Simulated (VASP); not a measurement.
# TiS2 (P-3m1) in VASP: single point with HSE06

Aim: the single point of TiS2 with HSE06.

All numbers are computed with VASP 6.6.1; they aren't measurements. Logs are shortened: lines on timing, memory, paths and dates and some standing lists are left out, and cuts for length are marked.

### Step 1. The cell of the first run

The structure is trigonal, space group P-3m1 (No. 164). Conventional cell: a = 3.411 Å, b = 3.411 Å, c = 6.074 Å, α = 90.00°, β = 90.00°, γ = 120.00°. Ti (site symmetry -3m) has 6 S at 2.42 Å within 3.2 Å. S (site symmetry 3m) has 3 Ti at 2.42 Å within 3.2 Å.

### Step 2. Single point, HSE06 (uniaxial z strain +5.8%)

Contents of POSCAR:

```
TiS2
1.0
    3.4106015318      0.0000000000      0.0000000000
   -1.7053007659      2.9536675687      0.0000000000
    0.0000000000      0.0000000000      6.0744353407
Ti S
1 2
Direct
    0.0000000000      0.0000000000      0.0000000000
    0.3333333333      0.6666666667      0.2323361297
    0.6666666667      0.3333333333      0.7676638703
```

Contents of INCAR.step1:

```
  PREC = Accurate
  ENCUT = 400
  EDIFF = 1E-5
  ISMEAR = -1
  SIGMA = 0.02
  LREAL = False
  LASPH = True
  NELM = 120
  ALGO = Normal
  ISIF = 2
  LWAVE = True
  LCHARG = False
  GGA = PE
  NBANDS = 19
  GGA_COMPAT = False
```

Contents of INCAR.step2:

```
  PREC = Accurate
  ENCUT = 400
  EDIFF = 1E-6
  ISMEAR = -1
  SIGMA = 0.02
  LREAL = False
  LASPH = True
  NELM = 120
  ALGO = Normal
  ISIF = 2
  LWAVE = False
  LCHARG = False
  GGA = PE
  LHFCALC = True
  HFSCREEN = 0.2079
  PRECFOCK = Normal
  ISTART = 1
  NBANDS = 19
  GGA_COMPAT = False
```

Contents of KPOINTS:

```
Automatic mesh
0
Gamma
  6 6 4
```

Potentials or basis: VASP PAW PBE potentials, release 64 (Ti_sv, S).

Command:

```bash
$ cat potpaw_PBE.64/Ti_sv/POTCAR potpaw_PBE.64/S/POTCAR > POTCAR
$ cp INCAR.step1 INCAR
$ mpirun -np 1 vasp_std > vasp.out
$ cp INCAR.step2 INCAR
$ mpirun -np 1 vasp_std > vasp.out
```

OUTCAR:

```text
PREC = Accurate
   ENCUT = 400
   EDIFF = 1E-6
   ISMEAR = -1
   LREAL = False
   LASPH = True
   NELM = 120
   ISIF = 2
   GGA = PE
   LHFCALC = True
   HFSCREEN = 0.2079
   PRECFOCK = Normal
   ISTART = 1

 ion  position               nearest neighbor table
   1  0.000  0.000  0.000-   2 2.42   3 2.42   2 2.42   3 2.42   3 2.42   2 2.42
   2  0.333  0.667  0.232-   1 2.42   1 2.42   1 2.42
   3  0.667  0.333  0.768-   1 2.42   1 2.42   1 2.42

  LATTYP: Found a hexagonal cell.
 ALAT       =     3.4106015318
 C/A-ratio  =     1.7810451570

  Lattice vectors:

 A1 = (   3.4106015318,   0.0000000000,   0.0000000000)
 A2 = (  -1.7053007659,   2.9536675687,   0.0000000000)
 A3 = (   0.0000000000,   0.0000000000,   6.0744353407)

Analysis of symmetry for initial positions (statically):
=====================================================================
 Subroutine PRICEL returns:
 Original cell was already a primitive cell.

 Routine SETGRP: Setting up the symmetry group for a
 hexagonal supercell.

 Subroutine GETGRP returns: Found 12 space group operations
 (whereof 12 operations were pure point group operations)
 out of a pool of 24 trial point group operations.

The static configuration has the point symmetry D_3d.

Analysis of symmetry for dynamics (positions and initial velocities):
=====================================================================
 Subroutine PRICEL returns:
 Original cell was already a primitive cell.

 Routine SETGRP: Setting up the symmetry group for a
 hexagonal supercell.

 Subroutine GETGRP returns: Found 12 space group operations
 (whereof 12 operations were pure point group operations)
 out of a pool of 24 trial point group operations.

The dynamic configuration has the point symmetry D_3d.

 Subroutine INISYM returns: Found 12 space group operations
 (whereof 12 operations are pure point group operations),
 and found     1 'primitive' translations

----------------------------------------------------------------------------------------

                                     Primitive cell

  volume of cell :      61.1925

  direct lattice vectors                    reciprocal lattice vectors
     3.410601532  0.000000000  0.000000000     0.293203410  0.169281068  0.000000000
    -1.705300766  2.953667569  0.000000000     0.000000000  0.338562136  0.000000000
     0.000000000  0.000000000  6.074435341     0.000000000  0.000000000  0.164624355

  length of vectors
     3.410601532  3.410601532  6.074435341     0.338562136  0.338562136  0.164624355

  position of ions in fractional coordinates (direct lattice)
     0.000000000  0.000000000  0.000000000
     0.333333333  0.666666667  0.232336130
     0.666666667  0.333333333  0.767663870

  ion indices of the primitive-cell ions
   primitive index   ion index
                 1           1
                 2           2
                 3           3

----------------------------------------------------------------------------------------

 KPOINTS: Automatic mesh

Automatic generation of k-mesh.
 Grid dimensions read from file:
 generate k-points for:    6    6    4

 Generating k-lattice:

  Cartesian coordinates                     Fractional coordinates (reciprocal lattice)
     0.048867235  0.028213511  0.000000000     0.166666667  0.000000000  0.000000000
     0.000000000  0.056427023  0.000000000     0.000000000  0.166666667  0.000000000
     0.000000000  0.000000000  0.041156089     0.000000000  0.000000000  0.250000000

  Length of vectors
     0.056427023  0.056427023  0.041156089

  Shift w.r.t. Gamma in fractional coordinates (k-lattice)
     0.000000000  0.000000000  0.000000000

 Subroutine IBZKPT returns following result:
 ===========================================

 Found     24 irreducible k-points:

 Following reciprocal coordinates:
            Coordinates               Weight
  0.000000  0.000000  0.000000      1.000000
  0.166667  0.000000  0.000000      6.000000
  0.333333  0.000000  0.000000      6.000000
  0.500000  0.000000  0.000000      3.000000
  0.166667  0.166667  0.000000      6.000000
  0.333333  0.166667  0.000000     12.000000
[... 16 lines left out ...]
  0.333333  0.166667  0.500000     12.000000
  0.333333  0.333333  0.500000      2.000000
   k-points           NKPTS =     24   k-points in BZ     NKDIM =    144   number of bands    NBANDS=     19
   number of dos      NEDOS =    301   number of ions     NIONS =      3
   total plane-waves  NPLWV =  23040
   dimension x,y,z NGX =    24 NGY =   24 NGZ =   40
   dimension x,y,z NGXF=    48 NGYF=   48 NGZF=   80
   ions per type =               1   2
   NGX,Y,Z   is equivalent  to a cutoff of  11.70, 11.70, 10.95 a.u.
   NGXF,Y,Z  is equivalent  to a cutoff of  23.40, 23.40, 21.89 a.u.
 SYSTEM =  unknown system
   PREC   = accura    normal or accurate (medium, high low for compatibility)
   ISTART =      1    job   : 0-new  1-cont  2-samecut
   ICHARG =      0    charge: 1-file 2-atom 10-const
   ISPIN  =      1    spin polarized calculation?
   LNONCOLLINEAR =      F non collinear calculations
   LSORBIT =      F    spin-orbit coupling
   LASPH  =      T    aspherical Exc in radial PAW
   ENCUT  =  400.0 eV  29.40 Ry    5.42 a.u.   5.56  5.56  9.91*2*pi/ulx,y,z
   NELM   =    120;   NELMIN=  2; NELMDL=  0     # of ELM steps
   EDIFF  = 0.1E-05   stopping-criterion for ELM
   LREAL  =      F    real-space projection
   EDIFFG = 0.1E-04   stopping-criterion for IOM
   NSW    =      0    number of steps for IOM
   IBRION =     -1    ionic relax: 0-MD 1-quasi-New 2-CG
   NFREE  =      0    steps in history (QN), initial steepest desc. (CG)
   ISIF   =      2    stress and relaxation
   ISYM   =      3    0-nonsym 1-usesym 2-fastsym
   POTIM  = 0.5000    time-step for ionic-motion
   TEBEG  =    0.0;   TEEND  =   0.0 temperature during run
   PSTRESS=    0.0 pullay stress
   NELECT =      24.0000    total number of electrons
   NUPDOWN=      -1.0000    fix difference up-down
   EMIN   =  10.00;   EMAX   =-10.00  energy-range for DOS
   EFERMI =   0.00;   METHOD = LEGACY
   ISMEAR =    -1;   SIGMA  =   0.02  broadening in eV -4-tet -1-fermi 0-gaus
   EFERMI_NEDOS =   21; number of points for ismear=-14 and -15
   IALGO  =     38    algorithm
   IMIX   =      1    mixing-type and parameters
     AMIX     =   0.40;   BMIX     =  1.00
     AMIX_MAG =   1.60;   BMIX_MAG =  1.00
  volume/ion in A,a.u.               =      20.40       137.65
  Fermi-wavevector in a.u.,A,eV,Ry     =   1.198337  2.264529 19.538133  1.436012
  Thomas-Fermi vector in A             =   2.334229
   LORBIT       =      0    0 simple, 1 ext, 2 COOP (PROOUT), +10 PAW based schemes
   GGA     = PE    functional components
   LHFCALC =     T    Hartree Fock is set to
   PRECFOCK=normal    Normal, Fast or Accurate (Low or Medium for compatibility)
   ENCUT4O =  -1.0   cutoff for four orbital integrals eV
   NKREDX  =     1    reduce k-point grid by
   NKREDY  =     1    reduce k-point grid by
   NKREDZ  =     1    reduce k-point grid by
   AEXX    =    0.2500 exact exchange contribution
   HFSCREEN=    0.2079 screening length (either q_TF or 0.3 A-1)
   HFSCREENC=   0.2079 screening length for correlation (either q_TF or 0.3 A-1)
   ENCUTFOCK=  -1.0 apply spherical cutoff to Coloumb kernel
   IVDW    =     0    specifies the selected vdW correction
   LEPSILON=     F    determine dielectric tensor
   LRPA    =     F    only Hartree local field effects (RPA)
 non-spin polarized calculation
  energy-cutoff  :      400.00
  volume of cell :       61.19
 maximum number of plane-waves:      1147
 NGX is ok and might be reduce to    24
  NGX = 18; NGY = 18; NGZ = 30

 number of electron      23.9999992 magnetization

 Free energy of the ion-electron system (eV)
  ---------------------------------------------------
  ext. energy  EPLUGINS =         0.00000000
  ---------------------------------------------------
  free energy    TOTEN  =       -24.22997435 eV

  energy without entropy =      -24.22997435  energy(sigma->0) =      -24.22997435

 E-fermi :   4.6960     XC(G=0):  -8.0265

 val. band max:        4.3838401981   @ k =   0.0000   0.0000   0.0000
 cond. band min:       5.0112347286   @ k =   0.5000   0.0000   0.5000
 fundamental gap:      0.6273945305
 Fermi energy:         4.6959506239

 k-point     1 :       0.0000    0.0000    0.0000
  band No.  band energies     occupation
      1     -58.2488      2.00000
      2     -32.8302      2.00000
      3     -32.7626      2.00000
      4     -32.7626      2.00000
      5     -10.8560      2.00000
      6      -9.2071      2.00000
[... 11 lines left out ...]
     18      11.3951      0.00000
     19      11.8054      0.00000

 k-point     2 :       0.1667    0.0000    0.0000
  band No.  band energies     occupation
      1     -58.2449      2.00000
      2     -32.8236      2.00000
      3     -32.8001      2.00000
      4     -32.7714      2.00000
      5     -10.5047      2.00000
      6      -9.1236      2.00000
[... 11 lines left out ...]
     18      12.6784      0.00000
     19      12.9910      0.00000

 k-point     3 :       0.3333    0.0000    0.0000
  band No.  band energies     occupation
      1     -58.2377      2.00000
      2     -32.8748      2.00000
      3     -32.8104      2.00000
      4     -32.7889      2.00000
      5      -9.6644      2.00000
      6      -8.9609      2.00000
[... 11 lines left out ...]
     18      12.3487      0.00000
     19      13.1050      0.00000

 k-point     4 :       0.5000    0.0000    0.0000
  band No.  band energies     occupation
      1     -58.2343      2.00000
      2     -32.9117      2.00000
      3     -32.8039      2.00000
      4     -32.7975      2.00000
      5      -9.0922      2.00000
      6      -8.9239      2.00000
[... 11 lines left out ...]
     18      11.8637      0.00000
     19      12.4080      0.00000

 k-point     5 :       0.1667    0.1667    0.0000
  band No.  band energies     occupation
      1     -58.2397      2.00000
      2     -32.8491      2.00000
      3     -32.8139      2.00000
      4     -32.7916      2.00000
      5      -9.9018      2.00000
      6      -8.9979      2.00000
[... 11 lines left out ...]
     18      13.4091      0.00000
     19      14.3925      0.00000

 k-point     6 :       0.3333    0.1667    0.0000
  band No.  band energies     occupation
      1     -58.2344      2.00000
      2     -32.8925      2.00000
      3     -32.8170      2.00000
      4     -32.8041      2.00000
      5      -9.1430      2.00000
      6      -8.8866      2.00000
[... 11 lines left out ...]
     18      12.5218      0.00000
     19      13.5660      0.00000

 k-point     7 :       0.3333    0.3333    0.0000
  band No.  band energies     occupation
      1     -58.2325      2.00000
      2     -32.8662      2.00000
      3     -32.8662      2.00000
      4     -32.8012      2.00000
      5      -8.8515      2.00000
      6      -8.8515      2.00000
[... 11 lines left out ...]
     18      12.0695      0.00000
     19      14.8879      0.00000

 k-point     8 :       0.0000    0.0000    0.2500
  band No.  band energies     occupation
      1     -58.2482      2.00000
      2     -32.8302      2.00000
      3     -32.7626      2.00000
      4     -32.7626      2.00000
      5     -10.7727      2.00000
      6      -9.3533      2.00000
[... 256 lines left out ...]
 k-point    20 :       0.3333    0.0000    0.5000
  band No.  band energies     occupation
      1     -58.2378      2.00000
      2     -32.8747      2.00000
      3     -32.8103      2.00000
      4     -32.7889      2.00000
      5      -9.5383      2.00000
      6      -9.1081      2.00000
[... 11 lines left out ...]
     18      11.8563      0.00000
     19      12.7520      0.00000

 k-point    21 :       0.5000    0.0000    0.5000
  band No.  band energies     occupation
      1     -58.2345      2.00000
      2     -32.9116      2.00000
      3     -32.8038      2.00000
      4     -32.7976      2.00000
      5      -9.1595      2.00000
      6      -8.8396      2.00000
[... 11 lines left out ...]
     18      10.9536      0.00000
     19      11.8591      0.00000

 k-point    22 :       0.1667    0.1667    0.5000
  band No.  band energies     occupation
      1     -58.2397      2.00000
      2     -32.8491      2.00000
      3     -32.8139      2.00000
      4     -32.7916      2.00000
      5      -9.7460      2.00000
      6      -9.1953      2.00000
[... 11 lines left out ...]
     18      13.4487      0.00000
     19      14.0999      0.00000

 k-point    23 :       0.3333    0.1667    0.5000
  band No.  band energies     occupation
      1     -58.2346      2.00000
      2     -32.8924      2.00000
      3     -32.8170      2.00000
      4     -32.8040      2.00000
      5      -9.1019      2.00000
      6      -8.9234      2.00000
[... 11 lines left out ...]
     18      12.1158      0.00000
     19      12.8666      0.00000

 k-point    24 :       0.3333    0.3333    0.5000
  band No.  band energies     occupation
      1     -58.2326      2.00000
      2     -32.8661      2.00000
      3     -32.8661      2.00000
      4     -32.8011      2.00000
      5      -8.8497      2.00000
      6      -8.8497      2.00000
[... 11 lines left out ...]
     18      13.0973      0.00000
     19      13.0973      0.00000

------------------------ aborting loop because EDIFF is reached ----------------------------------------

  FORCE on cell =-STRESS in cart. coord.  units (eV):
  Direction    XX          YY          ZZ          XY          YZ          ZX
  --------------------------------------------------------------------------------------
  -------------------------------------------------------------------------------------
  Total       -0.3146063     -0.3146063     -0.5607190      0.0000000      0.0000000      0.0000000
  in kB       -8.2371989     -8.2371989    -14.6810569      0.0000000      0.0000000      0.0000000
  external PRESSURE =     -10.3851515 kB  Pullay stress =       0.0000000 kB

 VOLUME and BASIS-vectors are now :
 -----------------------------------------------------------------------------
  energy-cutoff  :      400.00
  volume of cell :       61.19
      direct lattice vectors                 reciprocal lattice vectors
     3.410601532  0.000000000  0.000000000     0.293203410  0.169281068  0.000000000
    -1.705300766  2.953667569  0.000000000     0.000000000  0.338562136  0.000000000
     0.000000000  0.000000000  6.074435341     0.000000000  0.000000000  0.164624355

 POSITION                                       TOTAL-FORCE (eV/Angst)
 -----------------------------------------------------------------------------------
      0.00000      0.00000      0.00000        -0.000000      0.000000      0.000000
     -0.00000      1.96911      1.41131        -0.000000     -0.000000     -0.238098
      1.70530      0.98456      4.66312         0.000000      0.000000      0.238098
 -----------------------------------------------------------------------------------
    total drift:                                0.000000     -0.000000     -0.000000

  FREE ENERGIE OF THE ION-ELECTRON SYSTEM (eV)
  ---------------------------------------------------
  free  energy   TOTEN  =       -24.2299743496 eV

  energy  without entropy=      -24.2299743455  energy(sigma->0) =      -24.22997435
```

It took 85 min on 1 thread of Intel Xeon Platinum 8259CL at 2.50GHz (Skylake/Cascade Lake), shared host; peak memory 0.28 GiB.

What came out:

- Free energy: -24.2300 eV
- Pressure: -1.0 GPa
- Largest force: 0.238 eV/Å
- Band gap on the k mesh: 0.63 eV (least direct gap 1.15 eV)

Forces in eV/Å, atoms in the order of the input:
```
Ti   0.000  0.000  0.000
S    0.000  0.000 -0.238
S    0.000  0.000  0.238
```

Levels at points of the mesh, in eV from the valence-band top:
| k point | band 9 | band 10 | band 11 | band 12 | band 13 | band 14 | band 15 | band 16 |
| --- | --- | --- | --- | --- | --- | --- | --- | --- |
| (0.00, 0.00, 0.00) | -3.32 | -0.60 | 0.00 | 0.00 | 1.15 | 1.15 | 1.78 | 4.35 |
| (0.50, 0.00, 0.00) | -3.30 | -3.22 | -2.72 | -1.78 | 0.82 | 2.42 | 2.91 | 4.57 |
| (0.00, 0.00, 0.50) | -3.31 | -2.42 | -0.08 | -0.08 | 1.14 | 1.14 | 2.30 | 4.51 |
| (0.50, 0.00, 0.50) | -3.30 | -3.29 | -1.82 | -1.62 | 0.63 | 2.41 | 2.88 | 4.30 |

Caveat: the cell differs from its parent crystal (uniaxial z strain +5.8%); the PAW data sets were made with another functional, which shifts forces and pressure a little; this functional lacks dispersion, which binds layers or chains, so the pressure and a relaxed spacing across them are unreliable. A k mesh can miss the band edges.
